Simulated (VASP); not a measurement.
# ZrB in VASP: further runs, part 2 of 2

VASP 6.6.1.

## (3) Single point, PBEsol (strain -0.030 along x and y, +0.000 along z)

Contents of INCAR:

```
ALGO = Normal ; EDIFF = 1E-7
ENCUT = 520 ; GGA = PS
ISIF = 2 ; ISMEAR = 0
LASPH = T ; LCHARG = F
LREAL = F ; LWAVE = F
NBANDS = 14 ; NELM = 100
PREC = Accurate ; SIGMA = 0.15
```

Contents of KPOINTS:

```
k-points
0
Gamma
  18 18 18
```

Contents of POSCAR:

```
ZrB
1.0
    0.0000000000      2.2552500000      2.3250000000
    2.2552500000      0.0000000000      2.3250000000
    2.2552500000      2.2552500000      0.0000000000
Zr B
1 1
Direct
    0.0000000000      0.0000000000      0.0000000000
    0.5000000000      0.5000000000      0.5000000000
```

Potentials or basis: VASP PAW PBE potentials, release 64 (Zr_sv, B).

The run is started by

```bash
$ cat potpaw_PBE.64/Zr_sv/POTCAR potpaw_PBE.64/B/POTCAR > POTCAR
$ mpirun -np 1 vasp_std > vasp.out
```

OUTCAR:

```text
EDIFF = 1E-7
   ENCUT = 520
   GGA = PS
   ISIF = 2
   ISMEAR = 0
   LASPH = T
   LREAL = F
   NELM = 100
   PREC = Accurate

 ion  position               nearest neighbor table
   1  0.000  0.000  0.000-   2 2.26   2 2.26   2 2.26   2 2.26   2 2.33   2 2.33
   2  0.500  0.500  0.500-   1 2.26   1 2.26   1 2.26   1 2.26   1 2.33   1 2.33

  LATTYP: Found a body centered tetragonal cell.
 ALAT       =     3.1894051365
 C/A-ratio  =     1.4579521262

  Lattice vectors:

 A1 = (  -2.2552500000,   0.0000000000,   2.3250000000)
 A2 = (   2.2552500000,   0.0000000000,   2.3250000000)
 A3 = (   0.0000000000,   2.2552500000,  -2.3250000000)

Analysis of symmetry for initial positions (statically):
=====================================================================
 Subroutine PRICEL returns:
 Original cell was already a primitive cell.

 Routine SETGRP: Setting up the symmetry group for a
 body centered tetragonal supercell.

 Subroutine GETGRP returns: Found 16 space group operations
 (whereof 16 operations were pure point group operations)
 out of a pool of 16 trial point group operations.

The static configuration has the point symmetry D_4h.

Analysis of symmetry for dynamics (positions and initial velocities):
=====================================================================
 Subroutine PRICEL returns:
 Original cell was already a primitive cell.

 Routine SETGRP: Setting up the symmetry group for a
 body centered tetragonal supercell.

 Subroutine GETGRP returns: Found 16 space group operations
 (whereof 16 operations were pure point group operations)
 out of a pool of 16 trial point group operations.

The dynamic configuration has the point symmetry D_4h.

 Subroutine INISYM returns: Found 16 space group operations
 (whereof 16 operations are pure point group operations),
 and found     1 'primitive' translations

----------------------------------------------------------------------------------------

                                     Primitive cell

  volume of cell :      23.6506

  direct lattice vectors                    reciprocal lattice vectors
[... 118 lines left out ...]
 non-spin polarized calculation
 Gauss-broadening in eV      SIGMA  =   0.15
  energy-cutoff  :      520.00
  volume of cell :       23.65
 maximum number of plane-waves:       652
   NGX = 13   NGY = 13   NGZ = 11

 number of electron      15.0000000 magnetization

 Free energy of the ion-electron system (eV)
  ---------------------------------------------------
  ext. energy  EPLUGINS =         0.00000000
  ---------------------------------------------------
  free energy    TOTEN  =       -16.23736291 eV

  energy without entropy =      -16.22509209  energy(sigma->0) =      -16.23122750

 E-fermi :   9.5659     XC(G=0): -12.6237

 val. band max:        9.5605026692   @ k =  -0.4444   0.0000   0.4444
 cond. band min:       9.5695884676   @ k =   0.4444   0.1111   0.2778
 fundamental gap:      0.0090857983
 Fermi energy:         9.5659335359

 k-point     1 :       0.0000    0.0000    0.0000
  band No.  band energies     occupation
      1     -36.8547      2.00000
      2     -14.5772      2.00000
      3     -14.5772      2.00000
      4     -14.5490      2.00000
      5       1.1775      2.00000
      6      11.2511      0.00000
      7      11.6338      0.00000
      8      11.6338      0.00000
      9      13.2609      0.00000
     10      13.3815      0.00000
     11      13.6545      0.00000
     12      13.6545      0.00000
     13      13.6563      0.00000
     14      20.8398      0.00000
[... 377 lines left out ...]
      1     -36.7761      2.00000
      2     -15.1753      2.00000
      3     -14.6602      2.00000
      4     -14.6006      2.00000
      5       2.8014      2.00000
      6       8.7393      2.00000
      7       9.3555      1.95279
      8       9.4033      1.87480
      9      12.9257      0.00000
     10      13.6079      0.00000
     11      14.9049      0.00000
     12      18.0643      0.00000
     13      20.1303      0.00000
     14      23.4213      0.00000

 [... further k-points ...]

------------------------ aborting loop because EDIFF is reached ----------------------------------------

  FORCE on cell =-STRESS in cart. coord.  units (eV):
  Direction    XX          YY          ZZ          XY          YZ          ZX
  --------------------------------------------------------------------------------------
  -------------------------------------------------------------------------------------
  Total        7.9690394      7.9690394      5.4536256      0.0000000      0.0000000     -0.0000000
  in kB      539.8513859    539.8513859    369.4482065      0.0000000      0.0000000     -0.0000000
  external PRESSURE =     483.0503261 kB  Pullay stress =       0.0000000 kB

 VOLUME and BASIS-vectors are now :
 -----------------------------------------------------------------------------
  energy-cutoff  :      520.00
  volume of cell :       23.65
      direct lattice vectors                 reciprocal lattice vectors
     0.000000000  2.255250000  2.325000000    -0.221704911  0.221704911  0.215053763
     2.255250000  0.000000000  2.325000000     0.221704911 -0.221704911  0.215053763
     2.255250000  2.255250000  0.000000000     0.221704911  0.221704911 -0.215053763

 POSITION                                       TOTAL-FORCE (eV/Angst)
 -----------------------------------------------------------------------------------
      0.00000      0.00000      0.00000         0.000000      0.000000      0.000000
      2.25525      2.25525      2.32500         0.000000      0.000000     -0.000000
 -----------------------------------------------------------------------------------
    total drift:                                0.000000     -0.000000     -0.000000

  FREE ENERGIE OF THE ION-ELECTRON SYSTEM (eV)
  ---------------------------------------------------
  free  energy   TOTEN  =       -16.2373629111 eV

  energy  without entropy=      -16.2250920895  energy(sigma->0) =      -16.23122750
```

stdout:

```text
POSCAR found type information on POSCAR ZrB
 POSCAR found :  2 types and       2 ions
 scaLAPACK will be used
 -----------------------------------------------------------------------------
|                                                                             |
|                                                                             |
|     You enforced a specific xc type in the INCAR file but a different       |
|     I HOPE YOU KNOW WHAT YOU ARE DOING!                                     |
|                                                                             |
 -----------------------------------------------------------------------------

 LDA part: xc-table for (Slater+PW92), standard interpolation
 POSCAR, INCAR and KPOINTS ok, starting setup
 FFT: planning ... GRIDC
 FFT: planning ... GRID_SOFT
 FFT: planning ... GRID
 WAVECAR not read
 entering main loop
```

Run time: 4.3 min. Hardware: 1 thread of AMD EPYC 7R13, shared host; peak memory 0.25 GiB.

What came out:

- Free energy: -16.2374 eV
- Pressure: 48.3 GPa
- Band gap on the k mesh: zero (an odd number of electrons rules out a gap without spin polarisation)

Levels at points of the mesh, in eV from the Fermi level:
```tsv
k point	band 6	band 7	band 8	band 9	band 10	band 11
(0.00, 0.00, 0.00)	1.69	2.07	2.07	3.69	3.82	4.09
(0.50, 0.00, 0.00)	-3.23	-1.60	-1.49	6.04	6.27	7.92
(0.50, 0.50, 0.00)	-1.32	-0.30	2.95	2.95	5.82	7.43
(0.50, 0.00, 0.50)	-1.35	0.13	2.60	2.85	5.86	7.23
```

Caveat: the cell differs from its parent crystal (strain -0.030 along x and y, +0.000 along z); the stress differs along the axes, from 37 to 54 GPa; the PAW data sets were made with another functional, which shifts forces and pressure a little.

## (4) Single point, PBEsol (strain -0.030 along x and y, +0.030 along z)

Contents of INCAR:

```
PREC = Accurate
ENCUT = 520
EDIFF = 1E-7
ISMEAR = 0
SIGMA = 0.15
LREAL = F
LASPH = T
NELM = 80
ALGO = Normal
ISIF = 2
LWAVE = F
LCHARG = T
GGA = PS
LELF = T
LVHAR = T
NBANDS = 14
```

Contents of KPOINTS:

```
regular mesh
0
Gamma
  18 18 18
```

Contents of POSCAR:

```
ZrB
1.0
    0.0000000000      2.2552500000      2.3947500000
    2.2552500000      0.0000000000      2.3947500000
    2.2552500000      2.2552500000      0.0000000000
Zr B
1 1
Direct
    0.0000000000      0.0000000000      0.0000000000
    0.5000000000      0.5000000000      0.5000000000
```

The run is started by

```bash
$ cat potpaw_PBE.64/Zr_sv/POTCAR potpaw_PBE.64/B/POTCAR > POTCAR
$ mpirun -np 1 vasp_std > vasp.out
```

Run time: 3.8 min. Hardware: 1 thread of AMD EPYC 7R13, shared host; peak memory 0.25 GiB.

Results (log left out):

```yaml
Free_energy: -16.3604 eV
Pressure: 39.7 GPa
Band_gap_on_the_k_mesh: zero (an odd number of electrons rules out a gap without spin polarisation)
```

Stress tensor (GPa, compression positive):
```
49.96  0.00  0.00
 0.00 49.96  0.00
 0.00  0.00 19.04
```

Levels at points of the mesh, in eV from the Fermi level:
```csv
k point,band 6,band 7,band 8,band 9,band 10,band 11
"(0.00, 0.00, 0.00)",1.43,2.16,2.16,3.33,3.60,4.08
"(0.50, 0.00, 0.00)",-3.37,-1.63,-1.42,5.75,6.17,7.69
"(0.50, 0.50, 0.00)",-1.23,-0.68,2.97,2.97,5.61,7.15
"(0.50, 0.00, 0.50)",-1.27,0.12,2.33,2.76,5.62,6.76
```

Caveat: the cell differs from its parent crystal (strain -0.030 along x and y, +0.030 along z); the stress differs along the axes, from 19 to 50 GPa; the PAW data sets were made with another functional, which shifts forces and pressure a little.

## (5) Single point, PBEsol (strain +0.000 along x and y, -0.030 along z)

Contents of INCAR:

```
SYSTEM = ZrB
  PREC = Accurate
  ENCUT = 520
  EDIFF = 1E-7
  ISMEAR = 0
  SIGMA = 0.15
  LREAL = .False.
  LASPH = .True.
  NELM = 80
  ALGO = Normal
  ISIF = 2
  LWAVE = .False.
  LCHARG = .True.
  GGA = PS
  LELF = .True.
  LVHAR = .True.
  NBANDS = 14
```

Contents of KPOINTS:

```
regular mesh
0
Gamma
  18 18 18
  0 0 0
```

Contents of POSCAR:

```
ZrB
1.0
    0.0000000000      2.3250000000      2.2552500000
    2.3250000000      0.0000000000      2.2552500000
    2.3250000000      2.3250000000      0.0000000000
Zr B
1 1
Direct
    0.0000000000      0.0000000000      0.0000000000
    0.5000000000      0.5000000000      0.5000000000
```

The run is started by

```bash
$ cat potpaw_PBE.64/Zr_sv/POTCAR potpaw_PBE.64/B/POTCAR > POTCAR
$ mpirun -np 1 vasp_std > vasp.out
```

It took 3.5 min on 1 thread of AMD EPYC 7R13, shared host; peak memory 0.25 GiB.

It converged, with:

- Free energy: -16.4362 eV
- Pressure: 38.7 GPa
- Band gap on the k mesh: zero (an odd number of electrons rules out a gap without spin polarisation)

Stress tensor (GPa, compression positive):
```
33.35  0.00  0.00
 0.00 33.35  0.00
 0.00  0.00 49.30
```

Levels at points of the mesh, in eV from the Fermi level:
```csv
k point,band 4,band 5,band 6,band 7,band 8,band 9,band 10,band 11,band 12,band 13
"(0.00, 0.00, 0.00)",-24.27,-8.35,1.80,1.80,2.16,3.63,3.83,3.83,3.94,4.11
"(0.50, 0.00, 0.00)",-24.37,-4.30,-3.39,-1.53,-1.43,5.84,6.09,7.65,8.38,13.54
"(0.50, 0.50, 0.00)",-24.68,-6.54,-1.28,0.13,2.53,2.53,5.72,7.16,7.16,11.38
"(0.50, 0.00, 0.50)",-24.60,-6.55,-1.23,-0.29,2.64,2.89,5.63,7.02,7.33,10.97
```

Caveat: the cell differs from its parent crystal (strain +0.000 along x and y, -0.030 along z); the stress differs along the axes, from 33 to 49 GPa; the PAW data sets were made with another functional, which shifts forces and pressure a little.

## (6) Overview

| cell | gap on the mesh (eV) | pressure (GPa) |
| --- | --- | --- |
| a = 3.189 Å, angles 60.0°, 2 atoms | none | 58.6 |
| a = 3.239, b = 3.239, c = 3.189 Å, angles 60.5, 60.5, 59.0°, 2 atoms | none | 48.3 |
| a = 3.290, b = 3.290, c = 3.189 Å, angles 61.0, 61.0, 58.0°, 2 atoms | none | 39.7 |
| a = 3.239, b = 3.239, c = 3.288 Å, angles 59.5, 59.5, 61.0°, 2 atoms | none | 38.7 |

Alike in all rows: task single point; level PBEsol; potentials or basis VASP PAW PBE potentials, release 64 (Zr_sv, B); no spin polarisation; k mesh 18 × 18 × 18; cutoff (eV) 520; smearing gaussian 0.15 eV.

Caveats: the PAW data sets were made with another functional, which shifts forces and pressure a little; the cell stands under pressure (at least some runs); the stress differs along the axes, from 37 to 54 GPa (at least some runs); the stress differs along the axes, from 19 to 50 GPa (at least some runs); the stress differs along the axes, from 33 to 49 GPa (at least some runs).

Absolute energies hang on the potentials; compare differences alone.
